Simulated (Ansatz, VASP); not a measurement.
# S: VASP beside Ansatz

```xyz
4
Lattice="5.1979 -0.0013 0.0687 -0.0122 5.4421 -0.4100 -0.0937 -1.9814 5.1928" Properties=species:S:1:pos:R:3 pbc="T T T"
S     3.6861    2.9941    1.8237
S     1.0935   -0.2202    2.6773
S     5.0289    4.3256    0.9640
S     2.4004    3.8896    3.1620
```

Alike in both runs: functional PBE; k mesh 6 × 6 × 6; occupations gaussian, width 0.02 eV; no spin polarisation.

Ansatz relaxed the structure, and its values are those at the end. VASP's run is a single point on that final structure, the one shown.

|  | VASP | Ansatz |
| --- | --- | --- |
| version | VASP 6.6.1 | Ansatz 0.2.0 |
| potentials or method | VASP PAW PBE potentials, release 64 (S), cutoff 500 eV | scalar-relativistic, plane waves, PAW |
| valence electrons in the cell | 24 | 24 |

```csv
,VASP,Ansatz,Ansatz less VASP
gap on the k mesh at the Fermi level (eV),1.88,1.84,-0.043
least direct gap on the mesh (eV),1.90,1.86,-0.044
pressure (GPa),-0.3,0.0,+0.36
rms of the force components (eV/Å),0.061,0.002,-0.0588
```
